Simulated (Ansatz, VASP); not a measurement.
One calculation of KCl, two programs

```
K Cl
1.0
     0.00000    3.14485    3.14485
     3.32756    0.00000    3.14485
     3.32756    3.14485    0.00000
K Cl
1 1
Direct
  0.00000 0.00000 0.00000
  0.50000 0.50000 0.50000
```

Change from the starting cell: uniaxial_x strain +5.8%.

Alike in both runs: task single point; functional PBE; k mesh 8 × 8 × 8; occupations fermi-dirac, width 0.02 eV; no spin polarisation.

|  | VASP | Ansatz |
| --- | --- | --- |
| version | VASP 6.6.1 | Ansatz 0.2.0 |
| potentials or method | VASP PAW PBE potentials, release 64 (K_sv, Cl) | plane waves, PAW |
| plane-wave cutoff (eV) | 520 | 420 |
| valence electrons in the cell | 16 | 16 |

VASP gave:

| Property | Result |
| --- | --- |
| gap on the k mesh at the Fermi level (eV) | 4.99 |
| pressure (GPa) | 0.0 |
| traceless stress, the component that is largest in VASP (GPa) | -0.95 |

Problem. Estimate Ansatz's values.

Solution. gap on the k mesh at the Fermi level (eV): 4.99; pressure (GPa): -0.1; traceless stress, the component that is largest in VASP (GPa): -0.93.

With one functional, cell and mesh, what is left measures potentials, basis and numerics.
